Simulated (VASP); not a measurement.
# SrO (Fm-3m) in VASP: further runs

Aim: see how the results for SrO move with the level of theory and the settings. Levels: PBE, PBEsol. Tasks: single point.

All numbers are computed with VASP 6.6.1; they aren't measurements. Logs are shortened: lines on timing, memory, paths and dates and some standing lists are left out, and cuts for length are marked.

### 1 The cell of the first run

The structure is cubic, space group Fm-3m (No. 225). Conventional cell: a = 5.133 Å, b = 5.133 Å, c = 5.133 Å, α = 90.00°, β = 90.00°, γ = 90.00°. Sr (site symmetry m-3m) has 6 O at 2.57 Å within 3.4 Å. O (site symmetry m-3m) has 6 Sr at 2.57 Å within 3.4 Å.

### 2 Single point, PBE

Contents of INCAR:

```
ALGO = Normal
EDIFF = 1E-6
ENCUT = 520
GGA = PE
ISIF = 2
ISMEAR = -1
LASPH = T
LCHARG = T
LELF = T
LREAL = F
LVHAR = T
LWAVE = F
NBANDS = 15
NELM = 80
PREC = Accurate
SIGMA = 0.05
```

Contents of KPOINTS:

```
k-points
0
Gamma
  5 5 5
```

Contents of POSCAR:

```
SrO
1.0
    0.0000000000      2.5663000000      2.5663000000
    2.5663000000      0.0000000000      2.5663000000
    2.5663000000      2.5663000000      0.0000000000
Sr O
1 1
Direct
    0.5000000000      0.5000000000      0.5000000000
    0.0000000000      0.0000000000      0.0000000000
```

Potentials or basis: VASP PAW PBE potentials, release 64 (Sr_sv, O).

Command:

```console
cat potpaw_PBE.64/Sr_sv/POTCAR potpaw_PBE.64/O/POTCAR > POTCAR
mpirun -np 1 vasp_std > vasp.out
```

OUTCAR:

```text
EDIFF = 1E-6
   ENCUT = 520
   GGA = PE
   ISIF = 2
   ISMEAR = -1
   LASPH = T
   LREAL = F
   NELM = 80
   PREC = Accurate

 ion  position               nearest neighbor table
   1  0.500  0.500  0.500-   2 2.57   2 2.57   2 2.57   2 2.57   2 2.57   2 2.57
   2  0.000  0.000  0.000-   1 2.57   1 2.57   1 2.57   1 2.57   1 2.57   1 2.57

  LATTYP: Found a face centered cubic cell.
 ALAT       =     5.1326000000

  Lattice vectors:

 A1 = (   0.0000000000,   2.5663000000,   2.5663000000)
 A2 = (   2.5663000000,   0.0000000000,   2.5663000000)
 A3 = (   2.5663000000,   2.5663000000,   0.0000000000)

Analysis of symmetry for initial positions (statically):
=====================================================================
 Subroutine PRICEL returns:
 Original cell was already a primitive cell.

 Routine SETGRP: Setting up the symmetry group for a
 face centered cubic supercell.

 Subroutine GETGRP returns: Found 48 space group operations
[... 9 lines left out ...]

 Routine SETGRP: Setting up the symmetry group for a
 face centered cubic supercell.

 Subroutine GETGRP returns: Found 48 space group operations
[... 11 lines left out ...]
                                     Primitive cell

  volume of cell :      33.8028

  direct lattice vectors                    reciprocal lattice vectors
     0.000000000  2.566300000  2.566300000    -0.194833028  0.194833028  0.194833028
     2.566300000  0.000000000  2.566300000     0.194833028 -0.194833028  0.194833028
     2.566300000  2.566300000  0.000000000     0.194833028  0.194833028 -0.194833028

  length of vectors
     3.629296265  3.629296265  3.629296265     0.337460704  0.337460704  0.337460704

  position of ions in fractional coordinates (direct lattice)
     0.500000000  0.500000000  0.500000000
     0.000000000  0.000000000  0.000000000

  ion indices of the primitive-cell ions
   primitive index   ion index
                 1           1
                 2           2

----------------------------------------------------------------------------------------

 KPOINTS: k-points

Automatic generation of k-mesh.
 Grid dimensions read from file:
 generate k-points for:    5    5    5

 Generating k-lattice:

  Cartesian coordinates                     Fractional coordinates (reciprocal lattice)
[... 48 lines left out ...]
   NSW    =      0    number of steps for IOM
   IBRION =     -1    ionic relax: 0-MD 1-quasi-New 2-CG
   NFREE  =      0    steps in history (QN), initial steepest desc. (CG)
   ISIF   =      2    stress and relaxation
   ISYM   =      2    0-nonsym 1-usesym 2-fastsym
   POTIM  = 0.5000    time-step for ionic-motion
   TEBEG  =    0.0;   TEEND  =   0.0 temperature during run
   PSTRESS=    0.0 pullay stress
   NELECT =      16.0000    total number of electrons
   NUPDOWN=      -1.0000    fix difference up-down
   EMIN   =  10.00;   EMAX   =-10.00  energy-range for DOS
   EFERMI =   0.00;   METHOD = LEGACY
   ISMEAR =    -1;   SIGMA  =   0.05  broadening in eV -4-tet -1-fermi 0-gaus
   EFERMI_NEDOS =   21; number of points for ismear=-14 and -15
   IALGO  =     38    algorithm
   IMIX   =      4    mixing-type and parameters
     AMIX     =   0.40;   BMIX     =  1.00
     AMIX_MAG =   1.60;   BMIX_MAG =  1.00
  volume/ion in A,a.u.               =      16.90       114.06
  Fermi-wavevector in a.u.,A,eV,Ry     =   1.275843  2.410995 22.147245  1.627777
  Thomas-Fermi vector in A             =   2.408533
   LORBIT       =      0    0 simple, 1 ext, 2 COOP (PROOUT), +10 PAW based schemes
   GGA     = PE    functional components
   LHFCALC =     F    Hartree Fock is set to
   AEXX    =    0.0000 exact exchange contribution
   IVDW    =     0    specifies the selected vdW correction
   LEPSILON=     F    determine dielectric tensor
   LRPA    =     F    only Hartree local field effects (RPA)
 non-spin polarized calculation
  energy-cutoff  :      520.00
  volume of cell :       33.80
 maximum number of plane-waves:       941
   NGX = 13   NGY = 13   NGZ = 13

 number of electron      15.9999996 magnetization

 Free energy of the ion-electron system (eV)
  ---------------------------------------------------
  ext. energy  EPLUGINS =         0.00000000
  ---------------------------------------------------
  free energy    TOTEN  =       -12.03649141 eV

  energy without entropy =      -12.03649141  energy(sigma->0) =      -12.03649141

 E-fermi :   2.7809     XC(G=0): -10.0522

 val. band max:        1.6907606521   @ k =   0.0000   0.0000   0.0000
 cond. band min:       5.1388205968   @ k =   0.4000   0.4000   0.0000
 fundamental gap:      3.4480599447
 Fermi energy:         2.7808765042

 k-point     1 :       0.0000    0.0000    0.0000
  band No.  band energies     occupation
      1     -30.6807      2.00000
      2     -13.4068      2.00000
      3     -12.3128      2.00000
      4     -12.3128      2.00000
      5     -12.3128      2.00000
      6       1.6908      2.00000
      7       1.6908      2.00000
      8       1.6908      2.00000
      9       5.7125      0.00000
     10       7.9122      0.00000
     11       7.9122      0.00000
     12       7.9122      0.00000
     13      10.0916      0.00000
     14      10.0916      0.00000
[... 149 lines left out ...]
      2     -14.2828      2.00000
      3     -12.8594      2.00000
      4     -12.7876      2.00000
      5     -11.7145      2.00000
      6       0.5057      2.00000
      7       0.9846      2.00000
      8       1.2926      2.00000
      9       6.9980      0.00000
     10       8.7478      0.00000
     11      10.4545      0.00000
     12      12.0821      0.00000
     13      12.8727      0.00000
     14      14.6759      0.00000
     15      15.5892      0.00000

------------------------ aborting loop because EDIFF is reached ----------------------------------------

  FORCE on cell =-STRESS in cart. coord.  units (eV):
  Direction    XX          YY          ZZ          XY          YZ          ZX
  --------------------------------------------------------------------------------------
  -------------------------------------------------------------------------------------
  Total        0.8293045      0.8293045      0.8293045     -0.0000000      0.0000000      0.0000000
  in kB       39.3072198     39.3072198     39.3072198     -0.0000000      0.0000000      0.0000000
  external PRESSURE =      39.3072198 kB  Pullay stress =       0.0000000 kB

 VOLUME and BASIS-vectors are now :
 -----------------------------------------------------------------------------
  energy-cutoff  :      520.00
  volume of cell :       33.80
      direct lattice vectors                 reciprocal lattice vectors
     0.000000000  2.566300000  2.566300000    -0.194833028  0.194833028  0.194833028
     2.566300000  0.000000000  2.566300000     0.194833028 -0.194833028  0.194833028
     2.566300000  2.566300000  0.000000000     0.194833028  0.194833028 -0.194833028

 POSITION                                       TOTAL-FORCE (eV/Angst)
 -----------------------------------------------------------------------------------
      2.56630      2.56630      2.56630         0.000000      0.000000      0.000000
      0.00000      0.00000      0.00000         0.000000      0.000000     -0.000000
 -----------------------------------------------------------------------------------
    total drift:                                0.000000      0.000000      0.000000

  FREE ENERGIE OF THE ION-ELECTRON SYSTEM (eV)
  ---------------------------------------------------
  free  energy   TOTEN  =       -12.0364914137 eV

  energy  without entropy=      -12.0364914137  energy(sigma->0) =      -12.03649141
```

It took 5.3 s on 1 thread of Intel Xeon Platinum 8559C (Emerald Rapids), shared host; peak memory 0.15 GiB.

Results:

- Free energy: -12.0365 eV
- Pressure: 3.9 GPa
- Band gap on the k mesh: 3.45 eV, indirect (least direct gap 3.56 eV)

Levels at points of the mesh, in eV from the valence-band top:
```tsv
k point	band 4	band 5	band 6	band 7	band 8	band 9	band 10	band 11	band 12	band 13
(0.00, 0.00, 0.00)	-14.00	-14.00	0.00	0.00	0.00	4.02	6.22	6.22	6.22	8.40
```

Caveat: the k points lie up to 0.42 Å⁻¹ apart. As with any semilocal functional, this PBE gap is likely too small.

### 3 Single point, PBEsol

This run uses another cell than the first one, of 14.44 Å³/atom, 0.854 times its volume.

Contents of INCAR:

```
PREC = Accurate
ENCUT = 520
EDIFF = 1E-7
ISMEAR = -1
SIGMA = 0.05
LREAL = F
LASPH = T
NELM = 60
ALGO = Normal
ISIF = 2
LWAVE = F
LCHARG = T
GGA = PS
LELF = T
LVHAR = T
NBANDS = 15
```

Contents of KPOINTS:

```
regular mesh
0
Gamma
  9 9 9
```

Contents of POSCAR:

```
SrO
1.0
    0.0000000000      2.4352282856      2.4352282856
    2.4352282856      0.0000000000      2.4352282856
    2.4352282856      2.4352282856      0.0000000000
Sr O
1 1
Direct
    0.5000000000      0.5000000000      0.5000000000
    0.0000000000      0.0000000000      0.0000000000
```

Potentials or basis: VASP PAW PBE potentials, release 64 (Sr_sv, O).

Command:

```console
cat potpaw_PBE.64/Sr_sv/POTCAR potpaw_PBE.64/O/POTCAR > POTCAR
mpirun -np 1 vasp_std > vasp.out
```

Run time: 17 s. Hardware: 1 thread of Intel Xeon Platinum 8559C (Emerald Rapids), shared host; peak memory 0.16 GiB.

It converged, with:

| Property | Result |
| --- | --- |
| Free energy | -12.3522 eV |
| Pressure | 21.3 GPa |
| Band gap on the k mesh | 2.98 eV, direct |

Levels at points of the mesh, in eV from the valence-band top:
| k point | band 5 | band 6 | band 7 | band 8 | band 9 | band 10 | band 11 | band 12 |
| --- | --- | --- | --- | --- | --- | --- | --- | --- |
| (0.00, 0.00, 0.00) | -13.23 | -0.05 | -0.05 | -0.05 | 5.04 | 6.41 | 6.41 | 6.41 |

Caveat: the PAW data sets were made with another functional, which shifts forces and pressure a little. A k mesh can miss the band edges.

### 4 Single point, PBEsol

This run uses another cell than the first one, of 15.39 Å³/atom, 0.911 times its volume.

Contents of INCAR:

```
PREC = Accurate ; ENCUT = 520
EDIFF = 1E-6 ; ISMEAR = -1
SIGMA = 0.05 ; LREAL = F
LASPH = T ; NELM = 80
ALGO = Normal ; ISIF = 2
LWAVE = F ; LCHARG = F
GGA = PS ; NBANDS = 15
```

Contents of KPOINTS:

```
Automatic mesh
0
Gamma
  9 9 9
```

Contents of POSCAR:

```
SrO
1.0
    0.0000000000      2.4876357302      2.4876357302
    2.4876357302      0.0000000000      2.4876357302
    2.4876357302      2.4876357302      0.0000000000
Sr O
1 1
Direct
    0.5000000000      0.5000000000      0.5000000000
    0.0000000000      0.0000000000      0.0000000000
```

Command:

```console
cat potpaw_PBE.64/Sr_sv/POTCAR potpaw_PBE.64/O/POTCAR > POTCAR
mpirun -np 1 vasp_std > vasp.out
```

Wall time 12 s (1 thread of Intel Xeon Platinum 8559C (Emerald Rapids), shared host); peak memory 0.16 GiB.

Results (log left out):

| Quantity | Value |
| --- | --- |
| Free energy | -12.5422 eV |
| Pressure | 11.0 GPa |
| Band gap on the k mesh | 3.12 eV, indirect (least direct gap 3.14 eV) |

Levels at points of the mesh, in eV from the valence-band top:
```
           k point  band 5  band 6  band 7  band 8  band 9  band 10  band 11  band 12
(0.00, 0.00, 0.00)  -13.45    0.00    0.00    0.00    4.56     6.35     6.35     6.35
```

Caveat: the PAW data sets were made with another functional, which shifts forces and pressure a little. Expect the measured gap to be larger: semilocal functionals such as PBEsol lack the derivative discontinuity.

### 5 The runs side by side

```tsv
level	cell	k mesh	gap on the mesh (eV)	pressure (GPa)
PBE	a = 3.629 Å, angles 60.0°, 2 atoms	5 × 5 × 5	3.45	3.9
PBEsol	a = 3.444 Å, angles 60.0°, 2 atoms	9 × 9 × 9	2.98	21.3
PBEsol	a = 3.518 Å, angles 60.0°, 2 atoms	9 × 9 × 9	3.12	11.0
```

Alike in all rows: task single point; potentials or basis VASP PAW PBE potentials, release 64 (Sr_sv, O); no spin polarisation; cutoff (eV) 520; smearing fermi-dirac 0.05 eV.

Caveats: some runs use coarse meshes; the PAW data sets were made with another functional, which shifts forces and pressure a little (some runs).

Absolute energies hang on the potentials; compare differences alone.
